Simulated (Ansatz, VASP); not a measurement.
Two plane-wave programs on SnO2

File INCAR:

```
PREC = Accurate ; ENCUT = 520
EDIFF = 1E-6 ; ISMEAR = 0
SIGMA = 0.05 ; LREAL = F
LASPH = T ; NELM = 60
ALGO = Normal ; ISIF = 2
LWAVE = F ; LCHARG = T
LELF = T ; LVHAR = T
NBANDS = 35
```

Contents of KPOINTS:

```
Automatic mesh
0
Gamma
  6 6 8
```

File POSCAR:

```
SnO2
1.0
    4.7767255581      0.0000000000      0.0000000000
    0.0000000000      4.7773123567      0.0000000000
    0.0000000000      0.0000000000      3.2271818729
Sn O
2 4
Direct
    0.5000000000      0.5000000000      0.5000000000
    0.0000000000      0.0000000000      0.0000000000
    0.3059833077      0.3450716815      0.0000000000
    0.8059833077      0.1549283185      0.5000000000
    0.1940166923      0.8450716815      0.5000000000
    0.6940166923      0.6549283185      0.0000000000
```

Input for Ansatz:

```yaml
crystal:
  lattice:
    - [4.7767255581, 0.0, 0.0]
    - [0.0, 4.7773123567, 0.0]
    - [0.0, 0.0, 3.2271818729]
  atoms:
    - { symbol: Sn, position: [0.5, 0.5, 0.5] }
    - { symbol: Sn, position: [0.0, 0.0, 0.0] }
    - { symbol: O, position: [0.3059833077, 0.3450716815, 0.0] }
    - { symbol: O, position: [0.8059833077, 0.1549283185, 0.5] }
    - { symbol: O, position: [0.1940166923, 0.8450716815, 0.5] }
    - { symbol: O, position: [0.6940166923, 0.6549283185, 0.0] }
basis:
  ecutwfc: 520.0
kpoints:
  mp_grid: { grid: [6, 6, 8] }
hamiltonian:
  xc: lda
scf:
  occupations: { method: gaussian, width: 0.05 }
output:
  forces: true
  stress: true
  eigenvalues: true
```

Alike in both runs: task single point; functional LDA; k mesh 6 × 6 × 8; occupations gaussian, width 0.05 eV; no spin polarisation.

```csv
,VASP,Ansatz
version,VASP 6.6.1,Ansatz 0.2.0
potentials or method,"VASP PAW LDA potentials, release 64 (Sn_d, O), cutoff 520 eV","scalar-relativistic, plane waves, PAW"
valence electrons in the cell,52,52
```

Ansatz gave:

| Property | Result |
| --- | --- |
| gap on the k mesh at the Fermi level (eV) | 1.16 |
| least direct gap on the mesh (eV) | 1.16 |
| pressure (GPa) | 0.2 |
| traceless stress, the component that is largest in VASP (GPa) | -3.34 |
| rms of the force components (eV/Å) | 1.327 |

**Question.** Estimate VASP's values.

**Answer.** gap on the k mesh at the Fermi level (eV): 1.19; least direct gap on the mesh (eV): 1.19; pressure (GPa): 1.2; traceless stress, the component that is largest in VASP (GPa): -3.79; rms of the force components (eV/Å): 1.358.

LDA's correlation is that of Perdew and Zunger in VASP and of Perdew and Wang (1992) in Ansatz. Atom by atom the forces differ by 0.031 eV/Å (rms over components).
